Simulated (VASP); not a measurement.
Input of a VASP 6.6.1 run:

INCAR

```
ALGO = Normal ; EDIFF = 1E-6
EDIFFG = -0.005 ; ENCUT = 600
GGA = PS ; IBRION = 2
ISIF = 3 ; ISMEAR = -1
LASPH = T ; LCHARG = F
LREAL = F ; LWAVE = F
NELM = 80 ; NSW = 80
PREC = Accurate ; SIGMA = 0.02
```

KPOINTS

```
k-points
0
Gamma
  6 6 6
```

Contents of POSCAR:

```
LiNbO3
1.0
    3.9560242286      0.0000000000      0.0000000000
    0.0000000000      3.9560242286      0.0000000000
    0.0000000000      0.0000000000      3.9560242286
Li Nb O
1 1 3
Direct
    0.0000000000      0.0000000000      0.0000000000
    0.5000000000      0.5000000000      0.5000000000
    0.5000000000      0.5000000000      0.0000000000
    0.5000000000      0.0000000000      0.5000000000
    0.0000000000      0.5000000000      0.5000000000
```

Potentials or basis: VASP PAW PBE potentials, release 64 (Li_sv, Nb_sv, O).

Command:

```sh
$ cat potpaw_PBE.64/Li_sv/POTCAR potpaw_PBE.64/Nb_sv/POTCAR potpaw_PBE.64/O/POTCAR > POTCAR
$ mpirun -np 1 vasp_std > vasp.out
```

(1) Predict the relaxed volume.

(2) Estimate the band gap on the k mesh.

(3) What does it give for the space group after relaxing (to 0.05 Å)?

(4) What does it give for the relaxed cell?

Answers

(1) 12.07 Å³/atom.

(2) 1.67 eV, indirect (least direct gap 2.46 eV).

(3) Pm-3m (No. 221).

(4) a = 3.923 Å, b = 3.923 Å, c = 3.923 Å, α = 90.00°, β = 90.00°, γ = 90.00°.

Caveat: the cutoff is under 1.25 times the usual one of these potentials, so pressure, stress and relaxed cells hold a basis-set (Pulay) error; the PAW data sets were made with another functional, which shifts forces and pressure a little.
